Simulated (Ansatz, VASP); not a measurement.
## One calculation of Ga8Sb3P5, two programs

```
Ga Sb P
1.0
    -0.01163    5.70304    5.70304
     5.69141    0.00000    5.69141
     5.69141    5.69141    0.00000
Ga Sb P
8 3 5
Direct
  0.97375 0.00875 0.00875
  0.98567 0.98522 0.51456
  0.98567 0.51456 0.98522
  0.98567 0.51456 0.51456
  0.52017 0.99232 0.99232
  0.52017 0.99232 0.49520
  0.52017 0.49520 0.99232
  0.50385 0.49872 0.49872
  0.12595 0.12485 0.12485
  0.12595 0.12485 0.62436
  0.12595 0.62436 0.12485
  0.12537 0.62488 0.62488
  0.62138 0.12621 0.12621
  0.62677 0.12303 0.62510
  0.62677 0.62510 0.12303
  0.62677 0.62510 0.62510
```

Alike in both runs: functional PBEsol; k mesh 6 × 6 × 6; occupations gaussian, width 0.1 eV; no spin polarisation.

Ansatz relaxed the structure, and its values are those at the end. VASP's run is a single point on that final structure, the one shown.

|  | VASP | Ansatz |
| --- | --- | --- |
| version | VASP 6.6.1 | Ansatz 0.2.0 |
| potentials or method | VASP PAW PBE potentials, release 64 (Ga_d, Sb, P), cutoff 500 eV | scalar-relativistic, plane waves, PAW |
| valence electrons in the cell | 144 | 174 |

```csv
,VASP,Ansatz,Ansatz less VASP
gap on the k mesh at the Fermi level (eV),none,none,-
pressure (GPa),0.0,0.0,-0.03
rms of the force components (eV/Å),0.007,0.002,-0.0054
```

VASP's potentials were made for PBE, not for PBEsol. A gap of «none» marks a metal or a gap that the smearing closes. VASP's potentials hold 144 valence electrons a cell and Ansatz's 174, so a difference there can come from the potentials and not from the codes.

Neither program's run includes spin-orbit coupling.
